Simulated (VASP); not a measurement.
Ca: single point with PBEsol

The system is Ca, a slab with vacuum.

```xyz
8
Lattice="3.8537 0.0000 0.0000 0.0000 6.3402 0.0000 0.0000 0.0000 27.2370" Properties=species:S:1:pos:R:3 pbc="T T T"
Ca    0.0000    1.5850    7.5000
Ca    0.0000    4.7551    9.7249
Ca    1.9268    1.5850   10.8374
Ca    1.9268    4.7551   13.0623
Ca    0.0000    1.5850   14.1747
Ca    0.0000    4.7551   16.3996
Ca    1.9268    1.5850   17.5121
Ca    1.9268    4.7551   19.7370
```

- Program: VASP 6.6.1
- Task: single point
- Functional: PBEsol
- Potentials or basis: VASP PAW PBE potentials, release 64 (Ca_sv)
- Cutoff: 520 eV
- k mesh: 9 × 6 × 1
- Occupations: gaussian, width 0.1 eV
- Spin: no spin polarisation
- Dipole correction: yes
- Further INCAR settings: ALGO = Normal; EDIFF = 1e-06; NBANDS = 50

- Largest force: 0.196 eV/Å
- Band gap on the k mesh: zero (bands 40 and 41 overlap by 0.21 eV)

Forces on the atoms (eV/Å):
```
Ca   0.000  0.000  0.196
Ca   0.000  0.000 -0.072
Ca   0.000  0.000 -0.086
Ca   0.000  0.000 -0.019
Ca   0.000  0.000  0.019
Ca   0.000  0.000  0.086
Ca   0.000  0.000  0.072
Ca   0.000  0.000 -0.196
```

Levels at points of the mesh, in eV from the Fermi level:
```csv
k point,band 37,band 38,band 39,band 40,band 41,band 42,band 43,band 44
"(0.00, 0.00, 0.00)",-1.11,-0.89,-0.38,-0.18,-0.07,-0.01,0.13,0.17
"(0.00, 0.50, 0.00)",-1.80,-1.80,-1.08,-1.08,0.09,0.09,0.44,0.44
```

It took 24 min on 1 thread of Intel(R) Xeon(R) Platinum 8488C (Sapphire Rapids), with other jobs on the host, peak memory 0.88 GiB.

Caveat: the PAW data sets were made with another functional, which shifts forces and pressure a little.
